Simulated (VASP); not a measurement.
Wanted: the native input for a VASP 6.6.1 run.

```yaml
Task: single point
Functional: PBE
Potentials_or_basis: VASP PAW PBE potentials, release 64 (Mg, Zn, Te)
Cutoff: 520 eV
k_mesh: 6 × 6 × 2
Occupations: gaussian, width 0.02 eV
Spin: no spin polarisation
Dipole_correction: no
Further_INCAR_settings: ALGO = Normal; EDIFF = 1e-07; NBANDS = 31
```

The structure of Mg3ZnTe4 lies in POSCAR:

```
Mg3ZnTe4
1.0
    4.5375217717      0.0000000000      0.0000000000
   -2.2687608858      3.9296091245      0.0000000000
    0.0000000000      0.0000000000     14.9108318000
Mg Zn Te
3 1 4
Direct
    0.6666666667      0.3333333333      0.0049170000
    0.6666666667      0.3333333333      0.4954430000
    0.0000000000      0.0000000000      0.7502890000
    0.0000000000      0.0000000000      0.2503810000
    0.6666666667      0.3333333333      0.1947550000
    0.6666666667      0.3333333333      0.6844970000
    0.0000000000      0.0000000000      0.4304960000
    0.0000000000      0.0000000000      0.9392220000
```

One way to write it, as run:

INCAR

```
  PREC = Accurate
  ENCUT = 520
  EDIFF = 1E-7
  ISMEAR = 0
  SIGMA = 0.02
  LREAL = False
  LASPH = True
  NELM = 60
  ALGO = Normal
  ISIF = 2
  LWAVE = False
  LCHARG = False
  GGA = PE
  NBANDS = 31
```

KPOINTS

```
regular mesh
0
Gamma
  6 6 2
```

Potentials or basis: VASP PAW PBE potentials, release 64 (Mg, Zn, Te).

Run with:

```console
$ cat potpaw_PBE.64/Mg/POTCAR potpaw_PBE.64/Zn/POTCAR potpaw_PBE.64/Te/POTCAR > POTCAR
$ mpirun -np 1 vasp_std > vasp.out
```

Results of the run:

```json
{
 "Pressure": "0.0 GPa",
 "Largest force": "0.011 eV/Å",
 "Band gap on the k mesh": "1.47 eV"
}
```

Caveat: spin-orbit coupling is left out, which moves the levels of the heavy elements.

Run time: 2.8 min on 1 thread of Intel(R) Xeon(R) Platinum 8375C CPU @ 2.90GHz (Ice Lake), on a shared host, peak memory 0.44 GiB.
